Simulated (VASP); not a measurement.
A run of VASP 6.6.1:

File INCAR:

```
ALGO = Normal
EDIFF = 1E-6
ENCUT = 520
ISIF = 2
ISMEAR = 0
LASPH = True
LCHARG = False
LREAL = False
LWAVE = False
NBANDS = 11
NELM = 60
PREC = Accurate
SIGMA = 0.05
```

The input KPOINTS:

```
k-points
0
Gamma
  12 12 12
```

POSCAR

```
C
1.0
    0.0000000000      1.7927093288      1.8364514365
    1.7927093288      0.0000000000      1.8364514365
    1.7927093288      1.7927093288      0.0000000000
C
2
Direct
    0.5000000000      0.5000000000      0.5000000000
    0.7500000000      0.7500000000      0.7500000000
```

Potentials or basis: VASP PAW LDA potentials, release 64 (C).

Run with:

```sh
$ cat potpaw_LDA.64/C/POTCAR > POTCAR
$ mpirun -np 1 vasp_std > vasp.out
```

Hardware: 1 thread of Intel Xeon 8259CL, on a shared host.

Task: How long does it take, and how much memory?

Result: It took 28 s on 1 thread of Intel Xeon 8259CL, with other jobs on the host, peak memory 0.12 GiB. Counts: scf iterations 11, k points 163.
